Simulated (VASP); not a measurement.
# Si: single point with LDA

The system is Si.

```
Si
1.0
     0.00000    2.72185    2.72185
     2.72185    0.00000    2.72185
     2.72185    2.72185    0.00000
Si
2
Direct
  0.50000 0.50000 0.50000
  0.75000 0.75000 0.75000
```

```json
{"Program": "VASP 6.6.1", "Task": "single point", "Functional": "LDA", "Potentials or basis": "VASP PAW LDA potentials, release 64 (Si)", "Cutoff": "400 eV", "k mesh": "8 × 8 × 8", "Occupations": "gaussian, width 0.03 eV", "Spin": "no spin polarisation"}
```

```
Pressure               : -2.1 GPa
Band gap on the k mesh : 0.53 eV (least direct gap 2.52 eV)
```

Levels at points of the mesh, in eV from the valence-band top:
```
           k point  band 1  band 2  band 3  band 4  band 5  band 6  band 7  band 8
(0.00, 0.00, 0.00)  -11.91    0.00    0.00    0.00    2.52    2.52    2.52    3.13
(0.50, 0.00, 0.00)   -9.59   -6.96   -1.19   -1.19    1.40    3.29    3.29    7.50
(0.50, 0.50, 0.00)   -7.79   -7.79   -2.83   -2.83    0.62    0.62    9.92    9.92
```

It took 4.6 s on 1 thread of AMD EPYC 9R45 (Zen 5), with other jobs on the host, peak memory 0.1 GiB.

A k mesh can miss the band edges.
